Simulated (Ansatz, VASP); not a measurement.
Two plane-wave programs on NaI

```
CELL_PARAMETERS angstrom
0.00000 3.29987 3.29987
3.29987 0.00000 3.29987
3.29987 3.29987 0.00000
ATOMIC_POSITIONS crystal
Na 0.00000 0.00000 0.00000
I 0.50000 0.50000 0.50000
```

Change from the starting cell: volume scaled by 1.06, PAW files.

Alike in both runs: task electric field gradients; functional PBE; k mesh 7 × 7 × 7; occupations fermi-dirac, width 0.01 eV; no spin polarisation.

|  | VASP | Ansatz |
| --- | --- | --- |
| version | VASP 6.6.1 | Ansatz 0.2.0 |
| potentials or method | VASP PAW PBE potentials, release 64 (Na_pv, I) | PAW with Ansatz's default frozen-core files, scalar-relativistic |
| plane-wave cutoff (eV) | 520 | 420 |
| valence electrons in the cell | 14 | 26 |

Ansatz gave:

| Property | Result |
| --- | --- |
| gap on the k mesh at the Fermi level (eV) | 3.50 |
| pressure (GPa) | -0.5 |

Problem. Estimate VASP's values.

Solution. gap on the k mesh at the Fermi level (eV): 3.49; pressure (GPa): -0.4.

With one functional, cell and mesh, what is left measures potentials, basis and numerics. VASP's potentials hold 14 valence electrons a cell and Ansatz's 26, so a difference there can come from the potentials and not from the codes.

Spin-orbit coupling is off throughout.
